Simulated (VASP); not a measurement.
A run of VASP 6.6.1:

Contents of INCAR:

```
SYSTEM = KBr
PREC = Accurate ; ENCUT = 520
EDIFF = 1E-6 ; ISMEAR = 0
SIGMA = 0.05 ; LREAL = .FALSE.
LASPH = .TRUE. ; NELM = 60
ALGO = Normal ; ISIF = 2
LWAVE = .FALSE. ; LCHARG = .TRUE.
GGA = PS ; LELF = .TRUE.
LVHAR = .TRUE. ; NBANDS = 15
```

File KPOINTS:

```
Automatic mesh
0
G
  6 6 6
  0 0 0
```

Contents of POSCAR:

```
KBr
1.0
    0.0000000000      3.1111346559      3.1111346559
    3.2748785852     -0.1637439293      3.2748785852
    3.2748785852      3.2748785852     -0.1637439293
K Br
1 1
Direct
    0.0000000000      0.0000000000      0.0000000000
    0.5000000000      0.5000000000      0.5000000000
```

Potentials or basis: VASP PAW PBE potentials, release 64 (K_sv, Br).

Launch:

```console
$ cat potpaw_PBE.64/K_sv/POTCAR potpaw_PBE.64/Br/POTCAR > POTCAR
$ mpirun -np 1 vasp_std > vasp.out
```

Hardware: 1 thread of Intel(R) Xeon(R) Platinum 8375C CPU @ 2.90GHz (Ice Lake) (shared host).

Problem. How long does it take, and how much memory?

Solution. It took 32 s on 1 thread of Intel(R) Xeon(R) Platinum 8375C CPU @ 2.90GHz (Ice Lake), on a shared host, peak memory 0.22 GiB. Counts: scf iterations 13, k points 46.
